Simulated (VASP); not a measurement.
# YPt3 (Pm-3m) in VASP: notebook

Runs on YPt3. Level: LDA. Tasks: single point, relaxation of cell and atoms.

Program: VASP 6.6.1. These are calculated values, not measurements. Logs are shortened: lines on timing, memory, paths and dates and some standing lists are left out, and cuts for length are marked.

### 1 The cell of the first run

Symmetry: Pm-3m, No. 221, cubic system. The conventional cell has a = 4.031 Å, b = 4.031 Å, c = 4.031 Å, α = 90.00°, β = 90.00°, γ = 90.00°. Y (site symmetry m-3m) has 12 Pt at 2.85 Å within 3.8 Å. Within 3.8 Å of Pt (site symmetry 4/mmm) lie 4 Y at 2.85 Å and 8 Pt at 2.85 Å.

### 2 Single point, LDA

File INCAR:

```
SYSTEM = YPt3
PREC = Accurate
ENCUT = 520
EDIFF = 1E-6
ISMEAR = 1
SIGMA = 0.1
LREAL = .FALSE.
LASPH = .TRUE.
NELM = 100
ALGO = Normal
ISIF = 2
LWAVE = .FALSE.
LCHARG = .TRUE.
GGA = CA
LELF = .TRUE.
LVHAR = .TRUE.
NBANDS = 28
```

File KPOINTS:

```
regular mesh
0
G
  6 6 6
  0 0 0
```

File POSCAR:

```
YPt3
1.0
    4.0314486727      0.0000000000      0.0000000000
    0.0000000000      4.0314486727      0.0000000000
    0.0000000000      0.0000000000      4.0314486727
Y Pt
1 3
Direct
    0.0000000000      0.0000000000      0.0000000000
    0.0000000000      0.5000000000      0.5000000000
    0.5000000000      0.0000000000      0.5000000000
    0.5000000000      0.5000000000      0.0000000000
```

Potentials or basis: VASP PAW LDA potentials, release 64 (Y_sv, Pt).

The run is started by

```bash
cat potpaw_LDA.64/Y_sv/POTCAR potpaw_LDA.64/Pt/POTCAR > POTCAR
mpirun -np 1 vasp_std > vasp.out
```

OUTCAR:

```text
SYSTEM = YPt3
   PREC = Accurate
   ENCUT = 520
   EDIFF = 1E-6
   ISMEAR = 1
   LREAL = .FALSE.
   LASPH = .TRUE.
   NELM = 100
   ISIF = 2
   GGA = CA

 ion  position               nearest neighbor table
   1  0.000  0.000  0.000-   2 2.85   3 2.85   4 2.85   2 2.85   3 2.85   2 2.85   4 2.85   2 2.85
                             3 2.85   4 2.85   3 2.85   4 2.85
   2  0.000  0.500  0.500-   1 2.85   3 2.85   4 2.85   1 2.85   4 2.85   1 2.85   3 2.85   1 2.85
                             3 2.85   4 2.85   4 2.85   3 2.85
   3  0.500  0.000  0.500-   1 2.85   2 2.85   4 2.85   1 2.85   4 2.85   2 2.85   4 2.85   4 2.85
                             1 2.85   2 2.85   1 2.85   2 2.85
   4  0.500  0.500  0.000-   1 2.85   2 2.85   3 2.85   2 2.85   3 2.85   1 2.85   3 2.85   3 2.85
                             1 2.85   2 2.85   2 2.85   1 2.85

  LATTYP: Found a simple cubic cell.
 ALAT       =     4.0314486727

  Lattice vectors:

 A1 = (   4.0314486727,   0.0000000000,   0.0000000000)
 A2 = (   0.0000000000,   4.0314486727,   0.0000000000)
 A3 = (   0.0000000000,   0.0000000000,   4.0314486727)

Analysis of symmetry for initial positions (statically):
=====================================================================
 Subroutine PRICEL returns:
 Original cell was already a primitive cell.

 Routine SETGRP: Setting up the symmetry group for a
 simple cubic supercell.

 Subroutine GETGRP returns: Found 48 space group operations
 (whereof 48 operations were pure point group operations)
 out of a pool of 48 trial point group operations.

The static configuration has the point symmetry O_h .

Analysis of symmetry for dynamics (positions and initial velocities):
=====================================================================
 Subroutine PRICEL returns:
 Original cell was already a primitive cell.

 Routine SETGRP: Setting up the symmetry group for a
 simple cubic supercell.

 Subroutine GETGRP returns: Found 48 space group operations
 (whereof 48 operations were pure point group operations)
 out of a pool of 48 trial point group operations.

The dynamic configuration has the point symmetry O_h .

 Subroutine INISYM returns: Found 48 space group operations
 (whereof 48 operations are pure point group operations),
 and found     1 'primitive' translations

----------------------------------------------------------------------------------------

                                     Primitive cell

  volume of cell :      65.5214

  direct lattice vectors                    reciprocal lattice vectors
     4.031448673  0.000000000  0.000000000     0.248049791  0.000000000  0.000000000
     0.000000000  4.031448673  0.000000000     0.000000000  0.248049791  0.000000000
     0.000000000  0.000000000  4.031448673     0.000000000  0.000000000  0.248049791

  length of vectors
     4.031448673  4.031448673  4.031448673     0.248049791  0.248049791  0.248049791

  position of ions in fractional coordinates (direct lattice)
     0.000000000  0.000000000  0.000000000
     0.000000000  0.500000000  0.500000000
     0.500000000  0.000000000  0.500000000
     0.500000000  0.500000000  0.000000000

  ion indices of the primitive-cell ions
   primitive index   ion index
                 1           1
                 2           2
                 3           3
                 4           4

----------------------------------------------------------------------------------------

 KPOINTS: regular mesh

Automatic generation of k-mesh.
 Grid dimensions read from file:
 generate k-points for:    6    6    6

 Generating k-lattice:

  Cartesian coordinates                     Fractional coordinates (reciprocal lattice)
     0.041341632  0.000000000  0.000000000     0.166666667  0.000000000  0.000000000
     0.000000000  0.041341632  0.000000000     0.000000000  0.166666667  0.000000000
     0.000000000  0.000000000  0.041341632     0.000000000  0.000000000  0.166666667

  Length of vectors
     0.041341632  0.041341632  0.041341632

  Shift w.r.t. Gamma in fractional coordinates (k-lattice)
     0.000000000  0.000000000  0.000000000

 Subroutine IBZKPT returns following result:
 ===========================================

 Found     20 irreducible k-points:

 Following reciprocal coordinates:
            Coordinates               Weight
  0.000000  0.000000  0.000000      1.000000
  0.166667  0.000000  0.000000      6.000000
  0.333333  0.000000  0.000000      6.000000
  0.500000  0.000000  0.000000      3.000000
  0.166667  0.166667  0.000000     12.000000
  0.333333  0.166667  0.000000     24.000000
[... 12 lines left out ...]
  0.500000  0.500000  0.333333      6.000000
  0.500000  0.500000  0.500000      1.000000
   k-points           NKPTS =     20   k-points in BZ     NKDIM =     20   number of bands    NBANDS=     28
   number of dos      NEDOS =    301   number of ions     NIONS =      4
   total plane-waves  NPLWV =  27000
   dimension x,y,z NGX =    30 NGY =   30 NGZ =   30
   dimension x,y,z NGXF=    60 NGYF=   60 NGZF=   60
   ions per type =               1   3
   NGX,Y,Z   is equivalent  to a cutoff of  12.37, 12.37, 12.37 a.u.
   NGXF,Y,Z  is equivalent  to a cutoff of  24.74, 24.74, 24.74 a.u.
 SYSTEM =  YPt3
   PREC   = accura    normal or accurate (medium, high low for compatibility)
   ISTART =      0    job   : 0-new  1-cont  2-samecut
   ICHARG =      2    charge: 1-file 2-atom 10-const
   ISPIN  =      1    spin polarized calculation?
   LNONCOLLINEAR =      F non collinear calculations
   LSORBIT =      F    spin-orbit coupling
   LASPH  =      T    aspherical Exc in radial PAW
   ENCUT  =  520.0 eV  38.22 Ry    6.18 a.u.   7.50  7.50  7.50*2*pi/ulx,y,z
   NELM   =    100;   NELMIN=  2; NELMDL= -5     # of ELM steps
   EDIFF  = 0.1E-05   stopping-criterion for ELM
   LREAL  =      F    real-space projection
   EDIFFG = 0.1E-04   stopping-criterion for IOM
   NSW    =      0    number of steps for IOM
   IBRION =     -1    ionic relax: 0-MD 1-quasi-New 2-CG
   NFREE  =      0    steps in history (QN), initial steepest desc. (CG)
   ISIF   =      2    stress and relaxation
   ISYM   =      2    0-nonsym 1-usesym 2-fastsym
   POTIM  = 0.5000    time-step for ionic-motion
   TEBEG  =    0.0;   TEEND  =   0.0 temperature during run
   PSTRESS=    0.0 pullay stress
   NELECT =      41.0000    total number of electrons
   NUPDOWN=      -1.0000    fix difference up-down
   EMIN   =  10.00;   EMAX   =-10.00  energy-range for DOS
   EFERMI =   0.00;   METHOD = LEGACY
   ISMEAR =     1;   SIGMA  =   0.10  broadening in eV -4-tet -1-fermi 0-gaus
   EFERMI_NEDOS =   21; number of points for ismear=-14 and -15
   IALGO  =     38    algorithm
   IMIX   =      4    mixing-type and parameters
     AMIX     =   0.40;   BMIX     =  1.00
     AMIX_MAG =   1.60;   BMIX_MAG =  1.00
  volume/ion in A,a.u.               =      16.38       110.54
  Fermi-wavevector in a.u.,A,eV,Ry     =   1.400259  2.646105 26.677280  1.960725
  Thomas-Fermi vector in A             =   2.523237
   LORBIT       =      0    0 simple, 1 ext, 2 COOP (PROOUT), +10 PAW based schemes
   GGA     = CA    functional components
   LHFCALC =     F    Hartree Fock is set to
   AEXX    =    0.0000 exact exchange contribution
   IVDW    =     0    specifies the selected vdW correction
   LEPSILON=     F    determine dielectric tensor
   LRPA    =     F    only Hartree local field effects (RPA)
 non-spin polarized calculation
 Methfessel and Paxton  Order N= 1 SIGMA  =   0.10
  energy-cutoff  :      520.00
  volume of cell :       65.52
 maximum number of plane-waves:      1791
 NGX is ok and might be reduce to    30
   NGX = 15   NGY = 15   NGZ = 15

 number of electron      40.9999999 magnetization

 Free energy of the ion-electron system (eV)
  ---------------------------------------------------
  ext. energy  EPLUGINS =         0.00000000
  ---------------------------------------------------
  free energy    TOTEN  =       -33.57709875 eV

  energy without entropy =      -33.57499020  energy(sigma->0) =      -33.57639590

 E-fermi :   8.9301     XC(G=0): -13.0830

 val. band max:        8.9143714399   @ k =   0.0000   0.0000   0.0000
 cond. band min:       8.9351224142   @ k =   0.3333   0.1667   0.1667
 fundamental gap:      0.0207509743
 Fermi energy:         8.9300504018

 k-point     1 :       0.0000    0.0000    0.0000
  band No.  band energies     occupation
      1     -31.9568      2.00000
      2     -12.2120      2.00000
      3     -12.2120      2.00000
      4     -12.2120      2.00000
      5       0.4064      2.00000
      6       2.9919      2.00000
[... 20 lines left out ...]
     27      15.9381      0.00000
     28      15.9381      0.00000

 k-point     2 :       0.1667    0.0000    0.0000
  band No.  band energies     occupation
      1     -31.9538      2.00000
      2     -12.2699      2.00000
      3     -12.2201      2.00000
      4     -12.2201      2.00000
      5       0.7856      2.00000
      6       3.1957      2.00000
[... 20 lines left out ...]
     27      15.8739      0.00000
     28      15.8739      0.00000

 k-point     3 :       0.3333    0.0000    0.0000
  band No.  band energies     occupation
      1     -31.9479      2.00000
      2     -12.3827      2.00000
      3     -12.2360      2.00000
      4     -12.2360      2.00000
      5       1.7981      2.00000
      6       3.5798      2.00000
[... 20 lines left out ...]
     27      15.6819      0.00000
     28      17.0479      0.00000

 k-point     4 :       0.5000    0.0000    0.0000
  band No.  band energies     occupation
      1     -31.9449      2.00000
      2     -12.4376      2.00000
      3     -12.2439      2.00000
      4     -12.2439      2.00000
      5       2.7004      2.00000
      6       3.6198      2.00000
[... 454 lines left out ...]
     27      14.8844      0.00000
     28      16.1571      0.00000

 k-point    19 :       0.5000    0.5000    0.3333
  band No.  band energies     occupation
      1     -31.9392      2.00000
      2     -12.3263      2.00000
      3     -12.3263      2.00000
      4     -12.3001      2.00000
      5       2.8816      2.00000
      6       2.9074      2.00000
[... 20 lines left out ...]
     27      14.8046      0.00000
     28      15.8224      0.00000

 k-point    20 :       0.5000    0.5000    0.5000
  band No.  band energies     occupation
      1     -31.9392      2.00000
      2     -12.3098      2.00000
      3     -12.3098      2.00000
      4     -12.3098      2.00000
      5       2.6558      2.00000
      6       2.6558      2.00000
[... 20 lines left out ...]
     27      15.2553      0.00000
     28      15.2553      0.00000

------------------------ aborting loop because EDIFF is reached ----------------------------------------

  FORCE on cell =-STRESS in cart. coord.  units (eV):
  Direction    XX          YY          ZZ          XY          YZ          ZX
  --------------------------------------------------------------------------------------
  -------------------------------------------------------------------------------------
  Total        0.2145607      0.2145607      0.2145607     -0.0000000     -0.0000000      0.0000000
  in kB        5.2465939      5.2465939      5.2465939     -0.0000000     -0.0000000      0.0000000
  external PRESSURE =       5.2465939 kB  Pullay stress =       0.0000000 kB

 VOLUME and BASIS-vectors are now :
 -----------------------------------------------------------------------------
  energy-cutoff  :      520.00
  volume of cell :       65.52
      direct lattice vectors                 reciprocal lattice vectors
     4.031448673  0.000000000  0.000000000     0.248049791  0.000000000  0.000000000
     0.000000000  4.031448673  0.000000000     0.000000000  0.248049791  0.000000000
     0.000000000  0.000000000  4.031448673     0.000000000  0.000000000  0.248049791

 POSITION                                       TOTAL-FORCE (eV/Angst)
 -----------------------------------------------------------------------------------
      0.00000      0.00000      0.00000         0.000000      0.000000      0.000000
      0.00000      2.01572      2.01572         0.000000      0.000000      0.000000
      2.01572      0.00000      2.01572         0.000000      0.000000      0.000000
      2.01572      2.01572      0.00000         0.000000      0.000000      0.000000
 -----------------------------------------------------------------------------------
    total drift:                                0.000000      0.000000     -0.000000

  FREE ENERGIE OF THE ION-ELECTRON SYSTEM (eV)
  ---------------------------------------------------
  free  energy   TOTEN  =       -33.5770987466 eV

  energy  without entropy=      -33.5749901982  energy(sigma->0) =      -33.57639590
```

Run time: 43 s. Hardware: 1 thread of Intel Xeon 8259CL, shared host; peak memory 0.18 GiB.

What came out:

```yaml
Free_energy: -33.5771 eV
Pressure: 0.5 GPa
Band_gap_on_the_k_mesh: zero (an odd number of electrons rules out a gap without spin polarisation)
```

Levels at points of the mesh, in eV from the Fermi level:
| k point | band 18 | band 19 | band 20 | band 21 | band 22 | band 23 |
| --- | --- | --- | --- | --- | --- | --- |
| (0.00, 0.00, 0.00) | 0.48 | 0.48 | 0.48 | 3.01 | 3.01 | 3.01 |
| (0.50, 0.00, 0.00) | -1.81 | -1.81 | -0.72 | 0.49 | 2.34 | 2.34 |
| (0.50, 0.50, 0.00) | -2.16 | -1.64 | -1.49 | -1.06 | 2.01 | 2.01 |
| (0.50, 0.50, 0.50) | 0.05 | 0.05 | 0.05 | 1.50 | 1.50 | 1.50 |

Caveat: spin-orbit coupling is left out, which moves the levels of the heavy elements.

### 3 Relaxation of cell and atoms, LDA

This run uses another cell than the first one, of 16.84 Å³/atom.

File INCAR:

```
PREC     = Accurate       # precision mode
ENCUT    = 600            # plane-wave cutoff, eV
EDIFF    = 1E-6           # SCF threshold, eV
ISMEAR   = 1              # smearing method
SIGMA    = 0.1            # smearing width, eV
LREAL    = F              # projectors in reciprocal space
LASPH    = T              # aspherical terms in the spheres
NELM     = 60             # most SCF steps
ALGO     = Normal         # electronic algorithm
ISIF     = 3              # what is computed and relaxed
LWAVE    = F              # write WAVECAR
LCHARG   = F              # write CHGCAR
GGA      = CA             # functional
IBRION   = 2              # ionic algorithm
NSW      = 80             # ionic steps
EDIFFG   = -0.01          # ionic threshold
```

File KPOINTS:

```
Automatic mesh
0
Gamma
  6 6 6
```

File POSCAR:

```
YPt3
1.0
    4.0690000000      0.0000000000      0.0000000000
    0.0000000000      4.0690000000      0.0000000000
    0.0000000000      0.0000000000      4.0690000000
Y Pt
1 3
Direct
    0.0000000000      0.0000000000      0.0000000000
    0.0000000000      0.5000000000      0.5000000000
    0.5000000000      0.0000000000      0.5000000000
    0.5000000000      0.5000000000      0.0000000000
```

Potentials or basis: VASP PAW LDA potentials, release 64 (Y_sv, Pt).

The run is started by

```bash
cat potpaw_LDA.64/Y_sv/POTCAR potpaw_LDA.64/Pt/POTCAR > POTCAR
mpirun -np 1 vasp_std > vasp.out
```

It took 2.8 min on 1 thread of Intel Xeon 8259CL, shared host; peak memory 0.21 GiB.

It converged, with:

* Free energy: -33.5778 eV
* Relaxed volume: 16.43 Å³/atom
* Relaxed cell: a = 4.036 Å, b = 4.036 Å, c = 4.036 Å, α = 90.00°, β = 90.00°, γ = 90.00°
* Space group after relaxing (to 0.1 Å): Pm-3m (No. 221)
* Energy gained by relaxing: 6.7 meV/atom
* Ionic steps: 3
* Pressure after relaxing: -0.1 GPa
* Band gap on the k mesh: zero (an odd number of electrons rules out a gap without spin polarisation)

The path:
```tsv
step	energy change (eV)	largest force (eV/Å)	pressure (GPa)	volume (Å³)
1	0.0000	0.0000	-5.02	67.37
2	0.0991	0.0000	12.70	62.36
3	-0.0267	0.0000	-0.10	65.73
```

Final structure:
```
Y Pt
1.0
     4.03576    0.00000    0.00000
     0.00000    4.03576    0.00000
     0.00000    0.00000    4.03576
Y Pt
1 3
Direct
  0.00000 0.00000 0.00000
  0.00000 0.50000 0.50000
  0.50000 0.00000 0.50000
  0.50000 0.50000 0.00000
```

Levels at points of the mesh, in eV from the Fermi level:
```tsv
k point	band 18	band 19	band 20	band 21	band 22	band 23
(0.00, 0.00, 0.00)	0.48	0.48	0.48	3.01	3.01	3.01
(0.50, 0.00, 0.00)	-1.80	-1.80	-0.72	0.48	2.34	2.34
(0.50, 0.50, 0.00)	-2.14	-1.63	-1.48	-1.05	2.00	2.00
(0.50, 0.50, 0.50)	0.05	0.05	0.05	1.50	1.50	1.50
```

Caveat: spin-orbit coupling is left out, which moves the levels of the heavy elements.
